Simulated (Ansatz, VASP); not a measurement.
**Two plane-wave programs on B**

Contents of INCAR:

```
  PREC = Accurate
  ENCUT = 600
  EDIFF = 1E-6
  ISMEAR = 0
  SIGMA = 0.1
  LREAL = F
  LASPH = T
  NELM = 80
  ALGO = Normal
  ISIF = 3
  LWAVE = F
  LCHARG = F
  GGA = PE
  IBRION = 2
  NSW = 90
  EDIFFG = -0.04
```

File KPOINTS:

```
Automatic mesh
0
Gamma
  4 4 6
```

File POSCAR:

```
B
1.0
    6.2280482563      0.0000000000      0.0000000000
    0.0000000000      6.2280482563      0.0000000000
    0.0000000000      0.0000000000      3.4514824218
B
12
Direct
    0.1278006344      0.4109216770      0.9761624174
    0.8721993656      0.5890783230      0.4761624174
    0.5890783230      0.1278006344      0.7261624174
    0.4109216770      0.8721993656      0.2261624174
    0.8721993656      0.4109216770      0.0238375826
    0.1278006344      0.5890783230      0.5238375826
    0.4109216770      0.1278006344      0.2738375826
    0.5890783230      0.8721993656      0.7738375826
    0.6237906352      0.6237906352      0.6250000000
    0.3762093648      0.3762093648      0.1250000000
    0.3762093648      0.6237906352      0.3750000000
    0.6237906352      0.3762093648      0.8750000000
```

Input for Ansatz:

```yaml
crystal:
  lattice:
    - [6.2280482563, 0.0, 0.0]
    - [0.0, 6.2280482563, 0.0]
    - [0.0, 0.0, 3.4514824218]
  atoms:
    - { symbol: B, position: [0.1278006344, 0.410921677, 0.9761624174] }
    - { symbol: B, position: [0.8721993656, 0.589078323, 0.4761624174] }
    - { symbol: B, position: [0.589078323, 0.1278006344, 0.7261624174] }
    - { symbol: B, position: [0.410921677, 0.8721993656, 0.2261624174] }
    - { symbol: B, position: [0.8721993656, 0.410921677, 0.0238375826] }
    - { symbol: B, position: [0.1278006344, 0.589078323, 0.5238375826] }
    - { symbol: B, position: [0.410921677, 0.1278006344, 0.2738375826] }
    - { symbol: B, position: [0.589078323, 0.8721993656, 0.7738375826] }
    - { symbol: B, position: [0.6237906352, 0.6237906352, 0.625] }
    - { symbol: B, position: [0.3762093648, 0.3762093648, 0.125] }
    - { symbol: B, position: [0.3762093648, 0.6237906352, 0.375] }
    - { symbol: B, position: [0.6237906352, 0.3762093648, 0.875] }
basis:
  ecutwfc: 420
kpoints:
  mp_grid: { grid: [4, 4, 6] }
hamiltonian:
  xc: pbe
scf:
  occupations: { method: gaussian, width: 0.1 }
  lower_state_search: "off"
output:
  forces: true
  stress: true
  eigenvalues: true
relax:
  adjacent_minimum: "off"
  f_tol: 0.04
  max_steps: 70
  cell: { stress_tol: 0.4 }
```

Alike in both runs: task relaxation of cell and atoms; functional PBE; k mesh 4 × 4 × 6; occupations gaussian, width 0.1 eV; no spin polarisation.

```csv
,VASP,Ansatz
version,VASP 6.6.1,Ansatz 0.2.0
potentials or method,"VASP PAW PBE potentials, release 64 (B), cutoff 600 eV","scalar-relativistic, plane waves, PAW"
valence electrons in the cell,36,36
```

VASP gave:

* gap on the k mesh at the Fermi level, each at its own relaxed structure (eV): none
* relaxed volume (Å³/atom): 11.19
* relaxed cell length with the largest relative difference (Å): 3.445

Question: Estimate Ansatz's values.

Answer: gap on the k mesh at the Fermi level, each at its own relaxed structure (eV): none; relaxed volume (Å³/atom): 11.14; relaxed cell length with the largest relative difference (Å): 3.435.

A gap of «none» marks a metal or a gap that the smearing closes.
